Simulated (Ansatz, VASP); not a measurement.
# Two plane-wave programs on GaP

Contents of INCAR:

```
SYSTEM = GaP
PREC     = Accurate       ! precision mode
ENCUT    = 500            ! plane-wave cutoff, eV
EDIFF    = 1E-6           ! SCF threshold, eV
ISMEAR   = 0              ! smearing method
SIGMA    = 0.02           ! smearing width, eV
LREAL    = .False.        ! projectors in reciprocal space
LASPH    = .True.         ! aspherical terms in the spheres
NELM     = 120            ! most SCF steps
ALGO     = Normal         ! electronic algorithm
ISIF     = 2              ! what is computed and relaxed
LWAVE    = .False.        ! write WAVECAR
LCHARG   = .False.        ! write CHGCAR
GGA      = PE             ! functional
NBANDS   = 16             ! bands
GGA_COMPAT= .False.
```

Contents of KPOINTS:

```
Automatic mesh
0
Gamma
  8 8 8
  0 0 0
```

The input POSCAR:

```
GaP
1.0
    0.0000000000      2.8413890100      2.8413890100
    2.8413890100      0.0000000000      2.8413890100
    2.8413890100      2.8413890100      0.0000000000
Ga P
1 1
Direct
    0.0000000000      0.0000000000      0.0000000000
    0.2500000000      0.2500000000      0.2500000000
```

Input for Ansatz:

```yaml
crystal:
  lattice:
    - [0.0, 2.84138901, 2.84138901]
    - [2.84138901, 0.0, 2.84138901]
    - [2.84138901, 2.84138901, 0.0]
  atoms:
    - { symbol: Ga, position: [0.0, 0.0, 0.0] }
    - { symbol: P, position: [0.25, 0.25, 0.25] }
basis:
  ecutwfc: 420
kpoints:
  mp_grid: { grid: [8, 8, 8] }
hamiltonian:
  xc: pbe
scf:
  occupations: { method: gaussian, width: 0.02 }
output:
  forces: true
  stress: true
  eigenvalues: true
```

Alike in both runs: task single point; functional PBE; k mesh 8 × 8 × 8; occupations gaussian, width 0.02 eV; no spin polarisation.

|  | VASP | Ansatz |
| --- | --- | --- |
| version | VASP 6.6.1 | Ansatz 0.2.0 |
| potentials or method | VASP PAW PBE potentials, release 64 (Ga_d, P), cutoff 500 eV | scalar-relativistic, plane waves, PAW |
| valence electrons in the cell | 18 | 18 |

|  | VASP | Ansatz | Ansatz less VASP |
| --- | --- | --- | --- |
| gap on the k mesh at the Fermi level (eV) | 0.82 | 0.83 | +0.004 |
| least direct gap on the mesh (eV) | 0.82 | 0.83 | +0.004 |
| pressure (GPa) | -5.9 | -5.9 | +0.04 |
